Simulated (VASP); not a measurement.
Set up this calculation in VASP 6.6.1, as the native input.

```yaml
Task: single point
Functional: BLYP
Potentials_or_basis: VASP PAW PBE potentials, release 64 (V_sv)
Cutoff: 520 eV
k_mesh: 16 × 16 × 16
Occupations: fermi-dirac, width 0.1 eV
Spin: no spin polarisation
Dipole_correction: no
Further_INCAR_settings: ALGO = Normal; EDIFF = 1e-06; NBANDS = 12
```

The structure of V lies in POSCAR:

```
V
1.0
    0.0000000000      1.9529767420      1.9529767420
    1.9529767420      0.0000000000      1.9529767420
    1.9529767420      1.9529767420      0.0000000000
V
1
Direct
    0.0000000000      0.0000000000      0.0000000000
```

This cell differs from its parent crystal: volume scaled by 1.04.

These files were run (other wordings do the same):

INCAR

```
PREC = Accurate ; ENCUT = 520
EDIFF = 1E-6 ; ISMEAR = -1
SIGMA = 0.1 ; LREAL = False
LASPH = True ; NELM = 80
ALGO = Normal ; ISIF = 2
LWAVE = False ; LCHARG = True
GGA = B5 ; ALDAX = 1.0
AGGAX = 1.0 ; AGGAC = 1.0
ALDAC = 0.0 ; LELF = True
LVHAR = True ; NBANDS = 12
```

KPOINTS

```
Automatic mesh
0
Gamma
  16 16 16
```

Potentials or basis: VASP PAW PBE potentials, release 64 (V_sv).

Command:

```bash
$ cat potpaw_PBE.64/V_sv/POTCAR > POTCAR
$ mpirun -np 1 vasp_std > vasp.out
```

Results of the run:

| Quantity | Value |
| --- | --- |
| Pressure | -5.7 GPa |

Caveat: the PAW data sets were made with another functional, which shifts forces and pressure a little.

It took 12 s on 1 thread of Intel(R) Xeon(R) 6975P-C (Granite Rapids), on a shared host, peak memory 0.15 GiB.
